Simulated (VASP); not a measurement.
Write the native input for VASP 6.6.1 that does the following.

| Quantity | Value |
| --- | --- |
| Task | single point |
| Functional | PBEsol |
| Potentials or basis | VASP PAW PBE potentials, release 64 (B, As) |
| Cutoff | 520 eV |
| k mesh | 8 × 8 × 8 |
| Occupations | gaussian, width 0.01 eV |
| Spin | no spin polarisation |
| Dipole correction | no |
| Further INCAR settings | ALGO = Normal; EDIFF = 1e-06; NBANDS = 11 |

The structure of BAs lies in POSCAR:

```
BAs
1.0
    0.0000000000      2.3839466970      2.3839466970
    2.3839466970      0.0000000000      2.3839466970
    2.3839466970      2.3839466970      0.0000000000
B As
1 1
Direct
    0.0000000000      0.0000000000      0.0000000000
    0.2500000000      0.2500000000      0.2500000000
```

These files were run (other wordings do the same):

INCAR

```
  PREC = Accurate
  ENCUT = 520
  EDIFF = 1E-6
  ISMEAR = 0
  SIGMA = 0.01
  LREAL = False
  LASPH = True
  NELM = 100
  ALGO = Normal
  ISIF = 2
  LWAVE = False
  LCHARG = False
  GGA = PS
  NBANDS = 11
```

KPOINTS

```
regular mesh
0
Gamma
  8 8 8
```

Potentials or basis: VASP PAW PBE potentials, release 64 (B, As).

Launch:

```sh
$ cat potpaw_PBE.64/B/POTCAR potpaw_PBE.64/As/POTCAR > POTCAR
$ mpirun -np 1 vasp_std > vasp.out
```

Results of the run:

* Pressure: 0.9 GPa
* Band gap on the k mesh: 1.09 eV, indirect (least direct gap 3.25 eV)

Caveat: the PAW data sets were made with another functional, which shifts forces and pressure a little.

Wall time 6.4 s on 1 thread of AMD EPYC 9R45 96-Core Processor (Zen 5), with other jobs on the host, peak memory 0.13 GiB.
